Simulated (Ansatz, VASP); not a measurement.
## LiBe4 in VASP and in Ansatz

```
CELL_PARAMETERS angstrom
3.09159 -3.88880 0.00000
3.09159 3.88880 0.00000
0.00000 0.00000 2.23083
ATOMIC_POSITIONS crystal
Li 0.50000 0.50000 0.50000
Be 0.79429 0.20571 0.50000
Be 0.16610 0.16610 0.00000
Be 0.83390 0.83390 0.00000
Be 0.20571 0.79429 0.50000
```

Change from the starting cell: species swapped into the FeCl4 type (Cmmm, No. 65).

Alike in both runs: functional PBE; k mesh 4 × 4 × 7; occupations gaussian, width 0.2 eV; no spin polarisation.

Ansatz relaxed the structure, and its values are those at the end. VASP's run is a single point on that final structure, the one shown.

|  | VASP | Ansatz |
| --- | --- | --- |
| version | VASP 6.6.1 | Ansatz 0.2.0 |
| potentials or method | VASP PAW PBE potentials, release 64 (Li_sv, Be), cutoff 750 eV | scalar-relativistic, plane waves, PAW |
| valence electrons in the cell | 11 | 11 |

```csv
,VASP,Ansatz,Ansatz less VASP
gap on the k mesh at the Fermi level (eV),none,none,-
pressure (GPa),0.3,0.3,-0.03
rms of the force components (eV/Å),0.010,0.009,-0.0009
```

A gap of «none» marks a metal or a gap that the smearing closes. With one functional, cell and mesh, what is left measures potentials, basis and numerics.

The k mesh is coarse, so the values compare programs but aren't converged.
